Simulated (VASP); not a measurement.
Here is a VASP 6.6.1 calculation.

File INCAR:

```
ALGO = Normal
EDIFF = 1E-6
ENCUT = 500
GGA = PE
GGA_COMPAT = False
ISIF = 2
ISMEAR = 0
ISPIN = 2
LASPH = True
LCHARG = False
LMAXMIX = 4
LORBIT = 11
LREAL = False
LWAVE = False
MAGMOM = 0 -4 4 4 -4
NBANDS = 44
NELM = 200
PREC = Accurate
SIGMA = 0.1
```

KPOINTS

```
k-points
0
Gamma
  4 4 4
```

POSCAR

```
YMn4
1.0
    4.2741595237      0.0000000000      0.0000000000
    0.0000000000      4.4053017968      0.0000000000
    0.0000000000      0.0000000000      4.4053017968
Y Mn
1 4
Direct
    0.5000000000      0.5000000000      0.5000000000
    0.5000000000      0.0000000000      0.0000000000
    0.0000000000      0.5000000000      0.0000000000
    0.0000000000      0.0000000000      0.5000000000
    0.0000000000      0.0000000000      0.0000000000
```

Potentials or basis: VASP PAW PBE potentials, release 64 (Y_sv, Mn_pv).

Run with:

```bash
$ cat potpaw_PBE.64/Y_sv/POTCAR potpaw_PBE.64/Mn_pv/POTCAR > POTCAR
$ mpirun -np 1 vasp_std > vasp.out
```

Task: Estimate the net moment.

Result: 2.61 μB per cell.

Task: What does it give for the site moments?

Result: Y -0.10; Mn -1.90, +2.55, -0.43 (each value once) μB.

Task: What does it give for the pressure?

Result: 0.6 GPa.

Stress tensor (GPa, compression positive):
```
1.11 0.00 0.00
0.00 0.38 0.00
0.00 0.00 0.38
```

Caveat: the k points lie up to 0.37 Å⁻¹ apart.
